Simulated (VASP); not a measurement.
**InP: single point with PBEsol**

InP:

```xyz
2
Lattice="0.0000 2.8768 2.8768 2.8768 0.0000 2.8768 2.8768 2.8768 0.0000" Properties=species:S:1:pos:R:3 pbc="T T T"
In    0.0000    0.0000    0.0000
P     4.3152    4.3152    4.3152
```

| Item | Value |
| --- | --- |
| Program | VASP 6.6.1 |
| Task | single point |
| Functional | PBEsol |
| Potentials or basis | VASP PAW PBE potentials, release 64 (In_d, P) |
| Cutoff | 520 eV |
| k mesh | 10 × 10 × 10 |
| Occupations | gaussian, width 0.01 eV |
| Spin | no spin polarisation |

* Pressure: 5.0 GPa
* Band gap on the k mesh: 0.91 eV

Levels at points of the mesh, in eV from the valence-band top:
```tsv
k point	band 6	band 7	band 8	band 9	band 10	band 11	band 12	band 13
(0.00, 0.00, 0.00)	-11.95	0.00	0.00	0.00	0.91	4.01	4.01	4.01
(0.50, 0.00, 0.00)	-10.00	-6.11	-1.07	-1.07	1.53	4.73	4.73	7.04
(0.50, 0.50, 0.00)	-9.27	-6.07	-2.55	-2.55	1.53	2.15	9.45	9.90
```

It took 40 s on 1 thread of Intel Xeon 8259CL (shared host), peak memory 0.19 GiB.

Caveat: the cell stands under pressure; the PAW data sets were made with another functional, which shifts forces and pressure a little; spin-orbit coupling is left out, which moves the levels of the heavy elements.
